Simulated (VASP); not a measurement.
Input of a VASP 6.6.1 run:

Contents of INCAR:

```
SYSTEM = Ta
  PREC = Accurate
  ENCUT = 520
  EDIFF = 1E-6
  ISMEAR = 0
  SIGMA = 0.1
  LREAL = .FALSE.
  LASPH = .TRUE.
  NELM = 100
  ALGO = Normal
  ISIF = 2
  LWAVE = .FALSE.
  LCHARG = .FALSE.
  GGA = PS
  NBANDS = 12
```

KPOINTS

```
Automatic mesh
0
G
  8 8 8
  0 0 0
```

The input POSCAR:

```
Ta
1.0
    0.0000000000      2.2305565440      2.2305565440
    2.2305565440      0.0000000000      2.2305565440
    2.2305565440      2.2305565440      0.0000000000
Ta
1
Direct
    0.0000000000      0.0000000000      0.0000000000
```

Potentials or basis: VASP PAW PBE potentials, release 64 (Ta_pv).

Run with:

```sh
$ cat potpaw_PBE.64/Ta_pv/POTCAR > POTCAR
$ mpirun -np 1 vasp_std > vasp.out
```

(1) Predict the pressure.

Answers

(1) -27.2 GPa.

Caveat: the cell differs from its parent crystal (Hf replaced by Ta, lengths x 0.983, strained); the PAW data sets were made with another functional, which shifts forces and pressure a little.
